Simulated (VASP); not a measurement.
Wanted: the native input for a VASP 6.6.1 run.

```yaml
Task: single point
Functional: PBE
Dispersion: D3(BJ)
Potentials_or_basis: VASP PAW PBE potentials, release 64 (C)
Cutoff: 520 eV
k_mesh: 15 × 15 × 1
Occupations: gaussian, width 0.1 eV
Spin: no spin polarisation
Dipole_correction: yes
Further_INCAR_settings: ALGO = Normal; EDIFF = 1e-07; NBANDS = 16
```

The structure of C lies in POSCAR:

```
C
1.0
    2.4656524409      0.0000000000      0.0000000000
   -1.2328262205      2.1353176508      0.0000000000
    0.0000000000      0.0000000000     17.5000663883
C
4
Direct
    0.6666666667      0.3333333333      0.2571437784
    0.3333333333      0.6666666667      0.2571418816
    1.3333333333      0.6666666667      0.4548592109
    1.6666666667      0.3333333333      0.4548573141
```

This cell differs from its parent crystal: layers slid over each other.

The input as run:

INCAR

```
SYSTEM = C
ALGO = Normal
DIPOL = 0.5 0.5 0.356
EDIFF = 1E-7
ENCUT = 520
GGA = PE
IDIPOL = 3
ISIF = 2
ISMEAR = 0
IVDW = 12
LASPH = .True.
LCHARG = .False.
LDIPOL = .True.
LREAL = .False.
LWAVE = .False.
NBANDS = 16
NELM = 60
PREC = Accurate
SIGMA = 0.1
```

KPOINTS

```
k-points
0
Gamma
  15 15 1
  0 0 0
```

Potentials or basis: VASP PAW PBE potentials, release 64 (C).

Launch:

```sh
$ cat potpaw_PBE.64/C/POTCAR > POTCAR
$ mpirun -np 1 vasp_std > vasp.out
```

It gave:

The largest force is 0.020 eV/Å and the dispersion energy per atom is -0.117 eV.

Caveat: the cell differs from its parent crystal (layers slid over each other).

Run time: 83 s on 1 thread of Intel Xeon 8259CL, with other jobs on the host, peak memory 0.21 GiB.
